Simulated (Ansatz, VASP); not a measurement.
# One calculation of HfN, two programs

```
Hf N
1.0
     0.00000    2.07828    2.16864
     2.07828    0.00000    2.16864
     2.07828    2.07828    0.00000
Hf N
1 1
Direct
  0.00000 0.00000 0.00000
  0.50000 0.50000 0.50000
```

Change from the starting cell: strain -0.080 along x and y, -0.040 along z, atoms carried along.

Alike in both runs: task single point; functional LDA; k mesh 18 × 18 × 18; occupations gaussian, width 0.15 eV; no spin polarisation.

|  | VASP | Ansatz |
| --- | --- | --- |
| version | VASP 6.6.1 | Ansatz 0.2.0 |
| potentials or method | VASP PAW LDA potentials, release 64 (Hf_pv, N), cutoff 520 eV | scalar-relativistic, plane waves, PAW |
| valence electrons in the cell | 15 | 31 |

|  | VASP | Ansatz | Ansatz less VASP |
| --- | --- | --- | --- |
| gap on the k mesh at the Fermi level (eV) | none | none | - |
| pressure (GPa) | 77.7 | 77.7 | +0.03 |
| traceless stress, the component that is largest in VASP (GPa) | -31.66 | -31.03 | +0.632 |

LDA's correlation is that of Perdew and Zunger in VASP and of Perdew and Wang (1992) in Ansatz. A gap of «none» marks a metal or a gap that the smearing closes. Both programs put the cell under a high pressure, so it lies far from rest at this level. VASP's potentials hold 15 valence electrons a cell and Ansatz's 31, so a difference there can come from the potentials and not from the codes.

Spin-orbit coupling is off throughout. Noted on VASP's run: the cell as given lies far from equilibrium.
